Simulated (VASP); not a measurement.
The system is Si3N4.

```xyz
14
Lattice="7.6020 0.0000 0.0000 -3.8010 6.5835 0.0000 0.0000 0.0000 2.9060" Properties=species:S:1:pos:R:3 pbc="T T T"
Si    5.1764    1.1460    0.7265
Si    1.5957    5.0559    2.1795
Si    4.0213    3.9099    0.7265
Si   -1.3754    5.4375    2.1795
Si    2.2053    1.5276    0.7265
Si   -0.2203    2.6736    2.1795
N    -1.0262    2.1718    0.7265
N     5.2081    0.1972    2.1795
N     2.4333    4.6089    0.7265
N     4.8272    4.4117    2.1795
N    -1.4071    6.3863    0.7265
N     1.3677    1.9746    2.1795
N     3.8010    2.1945    0.7265
N     0.0000    4.3890    2.1795
```

Program: VASP 6.6.1. Alike in all runs: no spin polarisation; cell as given; k mesh 4 × 4 × 10; cutoff (eV) 520; smearing fermi-dirac 0.02 eV.

Problem. Order these runs on this cell by their pressure, lowest first.
A. level PBE; potentials or basis VASP PAW PBE potentials, release 64 (Si, N)
B. level r2SCAN; potentials or basis VASP PAW PBE potentials, release 64 (Si, N)
C. level LDA; potentials or basis VASP PAW LDA potentials, release 64 (Si, N)

Solution. C (-2.8 GPa), B (-0.1 GPa), A (5.4 GPa).

Caveats: the PAW data sets were made with another functional, which shifts forces and pressure a little (at least some runs); the cell stands under pressure (at least some runs).
